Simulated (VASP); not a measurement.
# WS2 (R3m) in VASP: further runs

WS2 is run at these levels: PBEsol+D3(BJ); tasks: single point.

Everything below comes from runs of VASP 6.6.1. Logs are shortened: lines on timing, memory, paths and dates and some standing lists are left out, and cuts for length are marked.

### 1 The cell of the first run

Symmetry: R3m, No. 160, trigonal system. The conventional cell has a = 3.158 Å, b = 3.158 Å, c = 17.565 Å, α = 90.00°, β = 90.00°, γ = 120.00°. W (site symmetry 3m) has 6 S at 2.34 to 2.36 Å within 3.1 Å. S (site symmetry 3m) has 3 W at 2.34 Å and 1 S at 2.97 Å within 3.1 Å. Within 3.1 Å of S (site symmetry 3m) lie 3 W at 2.36 Å and 1 S at 2.97 Å.

### 2 Single point, PBEsol+D3(BJ) (strain +0.000 along x and y, -0.050 along z)

INCAR reads:

```
PREC = Accurate
ENCUT = 520
EDIFF = 1E-6
ISMEAR = 0
SIGMA = 0.05
LREAL = False
LASPH = True
NELM = 80
ALGO = Normal
ISIF = 2
LWAVE = False
LCHARG = True
GGA = PS
IVDW = 12
LELF = True
LVHAR = True
NBANDS = 20
```

KPOINTS reads:

```
regular mesh
0
Gamma
  12 12 12
```

POSCAR reads:

```
WS2
1.0
    1.5790003843      0.9116362969      5.8551635000
   -1.5790003843      0.9116362969      5.8551635000
    0.0000000000     -1.8232725938      5.8551635000
W S
1 2
Direct
    0.0000000000      0.0000000000      0.0000000000
    0.7503000000      0.7503000000      0.7503000000
    0.5810000000      0.5810000000      0.5810000000
```

Potentials or basis: VASP PAW PBE potentials, release 64 (W_sv, S).

Run with:

```console
$ cat potpaw_PBE.64/W_sv/POTCAR potpaw_PBE.64/S/POTCAR > POTCAR
$ mpirun -np 1 vasp_std > vasp.out
```

OUTCAR:

```text
PREC = Accurate
   ENCUT = 520
   EDIFF = 1E-6
   ISMEAR = 0
   LREAL = False
   LASPH = True
   NELM = 80
   ISIF = 2
   GGA = PS
   IVDW = 12
 IVDW          = 12

 ion  position               nearest neighbor table
   1  0.000  0.000  0.000-   2 2.34   2 2.34   2 2.34   3 2.36   3 2.36   3 2.36
   2  0.750  0.750  0.750-   1 2.34   1 2.34   1 2.34
   3  0.581  0.581  0.581-   1 2.36   1 2.36   1 2.36

  LATTYP: Found a trigonal (rhomboedric) cell.
 ALAT       =     6.1324760548
 COS(alpha) =     0.8674063442

  Lattice vectors:

 A1 = (   1.5790003843,   0.9116362969,   5.8551635000)
 A2 = (  -1.5790003843,   0.9116362969,   5.8551635000)
 A3 = (   0.0000000000,  -1.8232725938,   5.8551635000)

Analysis of symmetry for initial positions (statically):
=====================================================================
 Subroutine PRICEL returns:
 Original cell was already a primitive cell.

 Routine SETGRP: Setting up the symmetry group for a
 trigonal (rhombohedral) supercell.

 Subroutine GETGRP returns: Found  6 space group operations
 (whereof  6 operations were pure point group operations)
 out of a pool of 12 trial point group operations.

The static configuration has the point symmetry C_3v.

Analysis of symmetry for dynamics (positions and initial velocities):
=====================================================================
 Subroutine PRICEL returns:
 Original cell was already a primitive cell.

 Routine SETGRP: Setting up the symmetry group for a
 trigonal (rhombohedral) supercell.

 Subroutine GETGRP returns: Found  6 space group operations
 (whereof  6 operations were pure point group operations)
 out of a pool of 12 trial point group operations.

The dynamic configuration has the point symmetry C_3v.

 Subroutine INISYM returns: Found  6 space group operations
 (whereof  6 operations are pure point group operations),
 and found     1 'primitive' translations

----------------------------------------------------------------------------------------

                                     Primitive cell

  volume of cell :      50.5701

  direct lattice vectors                    reciprocal lattice vectors
     1.579000384  0.911636297  5.855163500     0.316656034  0.182821447  0.056929808
    -1.579000384  0.911636297  5.855163500    -0.316656034  0.182821447  0.056929808
     0.000000000 -1.823272594  5.855163500     0.000000000 -0.365642893  0.056929808

  length of vectors
     6.132476055  6.132476055  6.132476055     0.370048279  0.370048279  0.370048279

  position of ions in fractional coordinates (direct lattice)
     0.000000000  0.000000000  0.000000000
     0.750300000  0.750300000  0.750300000
     0.581000000  0.581000000  0.581000000

  ion indices of the primitive-cell ions
   primitive index   ion index
                 1           1
                 2           2
                 3           3

----------------------------------------------------------------------------------------

 KPOINTS: regular mesh

Automatic generation of k-mesh.
 Grid dimensions read from file:
 generate k-points for:   12   12   12

 Generating k-lattice:

  Cartesian coordinates                     Fractional coordinates (reciprocal lattice)
     0.026388003  0.015235121  0.004744151     0.083333333 -0.000000000 -0.000000000
    -0.026388003  0.015235121  0.004744151    -0.000000000  0.083333333 -0.000000000
     0.000000000 -0.030470241  0.004744151    -0.000000000 -0.000000000  0.083333333

  Length of vectors
     0.030837357  0.030837357  0.030837357

  Shift w.r.t. Gamma in fractional coordinates (k-lattice)
     0.000000000  0.000000000  0.000000000

 Subroutine IBZKPT returns following result:
 ===========================================

 Found    189 irreducible k-points:

 Following reciprocal coordinates:
            Coordinates               Weight
  0.000000  0.000000  0.000000      1.000000
  0.083333  0.000000 -0.000000      6.000000
  0.166667  0.000000 -0.000000      6.000000
  0.250000  0.000000  0.000000      6.000000
  0.333333  0.000000 -0.000000      6.000000
  0.416667  0.000000 -0.000000      6.000000
[... 16 lines left out ...]
  0.500000  0.166667 -0.000000     12.000000
 -0.416667  0.166667  0.000000     12.000000
 [... further k-points ...]
   k-points           NKPTS =    189   k-points in BZ     NKDIM =    189   number of bands    NBANDS=     20
   number of dos      NEDOS =    301   number of ions     NIONS =      3
   total plane-waves  NPLWV = 110592
   dimension x,y,z NGX =    48 NGY =   48 NGZ =   48
   dimension x,y,z NGXF=    96 NGYF=   96 NGZF=   96
   ions per type =               1   2
   NGX,Y,Z   is equivalent  to a cutoff of  13.01, 13.01, 13.01 a.u.
   NGXF,Y,Z  is equivalent  to a cutoff of  26.02, 26.02, 26.02 a.u.
 SYSTEM =  unknown system
   PREC   = accura    normal or accurate (medium, high low for compatibility)
   ISTART =      0    job   : 0-new  1-cont  2-samecut
   ICHARG =      2    charge: 1-file 2-atom 10-const
   ISPIN  =      1    spin polarized calculation?
   LNONCOLLINEAR =      F non collinear calculations
   LSORBIT =      F    spin-orbit coupling
   LASPH  =      T    aspherical Exc in radial PAW
   ENCUT  =  520.0 eV  38.22 Ry    6.18 a.u.  11.40 11.40 11.40*2*pi/ulx,y,z
   NELM   =     80;   NELMIN=  2; NELMDL= -5     # of ELM steps
   EDIFF  = 0.1E-05   stopping-criterion for ELM
   LREAL  =      F    real-space projection
   EDIFFG = 0.1E-04   stopping-criterion for IOM
   NSW    =      0    number of steps for IOM
   IBRION =     -1    ionic relax: 0-MD 1-quasi-New 2-CG
   NFREE  =      0    steps in history (QN), initial steepest desc. (CG)
   ISIF   =      2    stress and relaxation
   ISYM   =      2    0-nonsym 1-usesym 2-fastsym
   POTIM  = 0.5000    time-step for ionic-motion
   TEBEG  =    0.0;   TEEND  =   0.0 temperature during run
   PSTRESS=    0.0 pullay stress
   NELECT =      26.0000    total number of electrons
   NUPDOWN=      -1.0000    fix difference up-down
   EMIN   =  10.00;   EMAX   =-10.00  energy-range for DOS
   EFERMI =   0.00;   METHOD = LEGACY
   ISMEAR =     0;   SIGMA  =   0.05  broadening in eV -4-tet -1-fermi 0-gaus
   EFERMI_NEDOS =   21; number of points for ismear=-14 and -15
   IALGO  =     38    algorithm
   IMIX   =      4    mixing-type and parameters
     AMIX     =   0.40;   BMIX     =  1.00
     AMIX_MAG =   1.60;   BMIX_MAG =  1.00
  volume/ion in A,a.u.               =      16.86       113.75
  Fermi-wavevector in a.u.,A,eV,Ry     =   1.311499  2.478373 23.402418  1.720029
  Thomas-Fermi vector in A             =   2.441956
   LORBIT       =      0    0 simple, 1 ext, 2 COOP (PROOUT), +10 PAW based schemes
   GGA     = PS    functional components
   LHFCALC =     F    Hartree Fock is set to
   AEXX    =    0.0000 exact exchange contribution
   IVDW    =    12    specifies the selected vdW correction
   LEPSILON=     F    determine dielectric tensor
   LRPA    =     F    only Hartree local field effects (RPA)
 non-spin polarized calculation
 Gauss-broadening in eV      SIGMA  =   0.05
  energy-cutoff  :      520.00
  volume of cell :       50.57
 maximum number of plane-waves:      1378
 NGX is ok and might be reduce to    48
   NGX = 23   NGY = 23   NGZ = 23

 number of electron      26.0000001 magnetization

 Free energy of the ion-electron system (eV)
  ---------------------------------------------------
  ext. energy  EPLUGINS =         0.00000000
  ---------------------------------------------------
  free energy    TOTEN  =       -25.12040135 eV

  energy without entropy =      -25.12040135  energy(sigma->0) =      -25.12040135

 E-fermi :   8.7065     XC(G=0): -11.3814

 val. band max:        8.4965882174   @ k =   0.5000   0.5000   0.5000
 cond. band min:       8.9363151120   @ k =  -0.1667   0.5000   0.1667
 fundamental gap:      0.4397268946
 Fermi energy:         8.7065036370

 k-point     1 :       0.0000    0.0000    0.0000
  band No.  band energies     occupation
      1     -66.4712      2.00000
      2     -30.7812      2.00000
      3     -30.6225      2.00000
      4     -30.6225      2.00000
      5      -7.9926      2.00000
      6      -5.5206      2.00000
[... 12 lines left out ...]
     19      15.7466      0.00000
     20      17.0123      0.00000

 k-point     2 :       0.0833    0.0000   -0.0000
  band No.  band energies     occupation
      1     -66.4698      2.00000
      2     -30.7763      2.00000
      3     -30.6492      2.00000
      4     -30.6286      2.00000
      5      -7.8674      2.00000
      6      -5.4988      2.00000
[... 12 lines left out ...]
     19      16.2113      0.00000
     20      16.9818      0.00000

 k-point     3 :       0.1667    0.0000   -0.0000
  band No.  band energies     occupation
      1     -66.4662      2.00000
      2     -30.7629      2.00000
      3     -30.7213      2.00000
      4     -30.6452      2.00000
      5      -7.5107      2.00000
      6      -5.4362      2.00000
[... 12 lines left out ...]
     19      16.4101      0.00000
     20      17.1681      0.00000

 k-point     4 :       0.2500    0.0000    0.0000
  band No.  band energies     occupation
      1     -66.4613      2.00000
      2     -30.8184      2.00000
      3     -30.7444      2.00000
      4     -30.6678      2.00000
      5      -6.9799      2.00000
      6      -5.3422      2.00000
[... 12 lines left out ...]
     19      16.2494      0.00000
     20      16.8659      0.00000

 k-point     5 :       0.3333    0.0000   -0.0000
  band No.  band energies     occupation
      1     -66.4564      2.00000
      2     -30.9139      2.00000
      3     -30.7260      2.00000
      4     -30.6903      2.00000
      5      -6.3772      2.00000
      6      -5.2376      2.00000
[... 12 lines left out ...]
     19      15.5064      0.00000
     20      16.1328      0.00000

 k-point     6 :       0.4167    0.0000   -0.0000
  band No.  band energies     occupation
      1     -66.4528      2.00000
      2     -30.9828      2.00000
      3     -30.7124      2.00000
      4     -30.7067      2.00000
      5      -5.8645      2.00000
      6      -5.1551      2.00000
[... 12 lines left out ...]
     19      14.8473      0.00000
     20      15.8233      0.00000

 k-point     7 :       0.5000    0.0000    0.0000
  band No.  band energies     occupation
      1     -66.4515      2.00000
      2     -31.0078      2.00000
      3     -30.7127      2.00000
      4     -30.7075      2.00000
      5      -5.6533      2.00000
      6      -5.1251      2.00000
[... 12 lines left out ...]
     19      14.6837      0.00000
     20      15.7764      0.00000
[... 277 lines left out ...]
 k-point    20 :       0.2500    0.1667    0.0000
  band No.  band energies     occupation
      1     -66.4632      2.00000
      2     -30.7784      2.00000
      3     -30.7512      2.00000
      4     -30.6644      2.00000
      5      -7.1517      2.00000
      6      -5.4344      2.00000
[... 12 lines left out ...]
     19      16.3722      0.00000
     20      16.7201      0.00000

 k-point    21 :       0.3333    0.1667    0.0000
  band No.  band energies     occupation
      1     -66.4589      2.00000
      2     -30.8483      2.00000
      3     -30.7353      2.00000
      4     -30.6977      2.00000
      5      -6.6559      2.00000
      6      -5.3446      2.00000
[... 12 lines left out ...]
     19      16.2395      0.00000
     20      16.8955      0.00000

 k-point    22 :       0.4167    0.1667    0.0000
  band No.  band energies     occupation
      1     -66.4547      2.00000
      2     -30.9139      2.00000
      3     -30.7344      2.00000
      4     -30.7192      2.00000
      5      -6.1042      2.00000
      6      -5.2287      2.00000
[... 12 lines left out ...]
     19      16.0674      0.00000
     20      16.6325      0.00000

 k-point    23 :       0.5000    0.1667   -0.0000
  band No.  band energies     occupation
      1     -66.4515      2.00000
      2     -30.9602      2.00000
      3     -30.7624      2.00000
      4     -30.7075      2.00000
      5      -5.6520      2.00000
      6      -5.1231      2.00000
[... 12 lines left out ...]
     19      16.1077      0.00000
     20      16.6068      0.00000

 k-point    24 :      -0.4167    0.1667    0.0000
  band No.  band energies     occupation
      1     -66.4504      2.00000
      2     -30.9768      2.00000
      3     -30.7729      2.00000
      4     -30.7032      2.00000
      5      -5.4823      2.00000
      6      -5.0691      2.00000
[... 12 lines left out ...]
     19      16.3585      0.00000
     20      16.6453      0.00000

 [... further k-points ...]

------------------------ aborting loop because EDIFF is reached ----------------------------------------

 Edisp (eV)   -1.21832

 E8    (eV) :    -0.7902

  FORCE on cell =-STRESS in cart. coord.  units (eV):
  Direction    XX          YY          ZZ          XY          YZ          ZX
  --------------------------------------------------------------------------------------
  -------------------------------------------------------------------------------------
  Total       0.60708     0.60708     4.22181     0.00000     0.00000     0.00000
  in kB      19.23374    19.23374   133.75649     0.00000     0.00000     0.00000
  external pressure =       57.41 kB  Pullay stress =        0.00 kB

 VOLUME and BASIS-vectors are now :
 -----------------------------------------------------------------------------
  energy-cutoff  :      520.00
  volume of cell :       50.57
      direct lattice vectors                 reciprocal lattice vectors
     1.579000384  0.911636297  5.855163500     0.316656034  0.182821447  0.056929808
    -1.579000384  0.911636297  5.855163500    -0.316656034  0.182821447  0.056929808
     0.000000000 -1.823272594  5.855163500     0.000000000 -0.365642893  0.056929808

 POSITION                                       TOTAL-FORCE (eV/Angst)
 -----------------------------------------------------------------------------------
      0.00000      0.00000      0.00000         0.000000      0.000000     -0.667189
      0.00000      0.00000     13.17939         0.000000      0.000000      1.983373
      0.00000      0.00000     10.20555         0.000000      0.000000     -1.316183
 -----------------------------------------------------------------------------------
    total drift:                                0.000000      0.000000     -0.000107

  FREE ENERGIE OF THE ION-ELECTRON SYSTEM (eV)
  ---------------------------------------------------
  free  energy   TOTEN  =       -26.3387220912 eV

  energy  without entropy=      -26.3387220912  energy(sigma->0) =      -26.33872209
```

Run time: 8.9 min. Hardware: 1 thread of Intel Xeon Platinum 8259CL at 2.50GHz (Skylake/Cascade Lake), shared host; peak memory 0.43 GiB.

What came out:

```yaml
Free_energy: -26.3387 eV
Pressure: 5.7 GPa
Largest_force: 1.983 eV/Å
Band_gap_on_the_k_mesh: 0.44 eV, indirect (least direct gap 1.67 eV)
Dispersion_energy_per_atom: -0.406 eV
```

Forces in eV/Å, atoms in the order of the input:
```
W    0.000  0.000 -0.667
S    0.000  0.000  1.983
S    0.000  0.000 -1.316
```

Stress tensor (GPa, compression positive):
```
 1.92  0.00  0.00
 0.00  1.92  0.00
 0.00  0.00 13.38
```

Levels at points of the mesh, in eV from the valence-band top:
| k point | band 11 | band 12 | band 13 | band 14 | band 15 | band 16 |
| --- | --- | --- | --- | --- | --- | --- |
| (0.00, 0.00, 0.00) | -3.12 | -1.58 | -1.33 | 1.72 | 1.72 | 2.38 |
| (0.50, 0.00, 0.00) | -2.78 | -2.50 | -2.20 | 1.74 | 2.21 | 3.24 |
| (0.50, 0.50, 0.00) | -3.53 | -2.76 | -2.03 | 1.67 | 2.28 | 2.83 |
| (0.50, 0.50, 0.50) | -3.08 | -3.08 | 0.00 | 1.89 | 1.89 | 2.14 |

Caveat: the cell differs from its parent crystal (strain +0.000 along x and y, -0.050 along z); the PAW data sets were made with another functional, which shifts forces and pressure a little; spin-orbit coupling is left out, which moves the levels of the heavy elements. A k mesh can miss the band edges.

### 3 Single point, PBEsol+D3(BJ) (strain +0.000 along x and y, +0.050 along z)

INCAR reads:

```
SYSTEM = WS2
PREC = Accurate ; ENCUT = 520
EDIFF = 1E-6 ; ISMEAR = 0
SIGMA = 0.05 ; LREAL = .False.
LASPH = .True. ; NELM = 100
ALGO = Normal ; ISIF = 2
LWAVE = .False. ; LCHARG = .True.
GGA = PS ; IVDW = 12
LELF = .True. ; LVHAR = .True.
NBANDS = 20
```

KPOINTS reads:

```
Automatic mesh
0
Gamma
  12 12 12
  0 0 0
```

POSCAR reads:

```
WS2
1.0
    1.5790003843      0.9116362969      6.4714965000
   -1.5790003843      0.9116362969      6.4714965000
    0.0000000000     -1.8232725938      6.4714965000
W S
1 2
Direct
    0.0000000000      0.0000000000      0.0000000000
    0.7503000000      0.7503000000      0.7503000000
    0.5810000000      0.5810000000      0.5810000000
```

Potentials or basis: VASP PAW PBE potentials, release 64 (W_sv, S).

Run with:

```console
$ cat potpaw_PBE.64/W_sv/POTCAR potpaw_PBE.64/S/POTCAR > POTCAR
$ mpirun -np 1 vasp_std > vasp.out
```

It took 14 min on 1 thread of Intel Xeon Platinum 8259CL at 2.50GHz (Skylake/Cascade Lake), shared host; peak memory 0.48 GiB.

Results (log left out):

- Free energy: -26.2432 eV
- Pressure: -11.5 GPa
- Largest force: 1.688 eV/Å
- Band gap on the k mesh: 1.16 eV, indirect (least direct gap 2.08 eV)
- Dispersion energy per atom: -0.365 eV

Forces in eV/Å, atoms in the order of the input:
```
W    0.000  0.000 -0.528
S    0.000  0.000 -1.160
S    0.000  0.000  1.688
```

Stress tensor (GPa, compression positive):
```
 -8.71   0.00   0.00
  0.00  -8.71   0.00
  0.00   0.00 -17.04
```

Levels at points of the mesh, in eV from the valence-band top:
```csv
k point,band 10,band 11,band 12,band 13,band 14,band 15,band 16,band 17
"(0.00, 0.00, 0.00)",-1.55,-1.50,-1.50,-1.06,2.58,2.58,2.75,2.75
"(0.50, 0.00, 0.00)",-3.36,-2.37,-1.32,-1.17,2.79,2.84,3.85,4.01
"(0.50, 0.50, 0.00)",-3.30,-2.86,-1.32,-1.15,2.76,2.98,3.50,4.37
"(0.50, 0.50, 0.50)",-2.68,-1.48,-1.48,0.00,2.58,2.58,2.72,2.72
```

Caveat: the cell differs from its parent crystal (strain +0.000 along x and y, +0.050 along z); the PAW data sets were made with another functional, which shifts forces and pressure a little; spin-orbit coupling is left out, which moves the levels of the heavy elements.
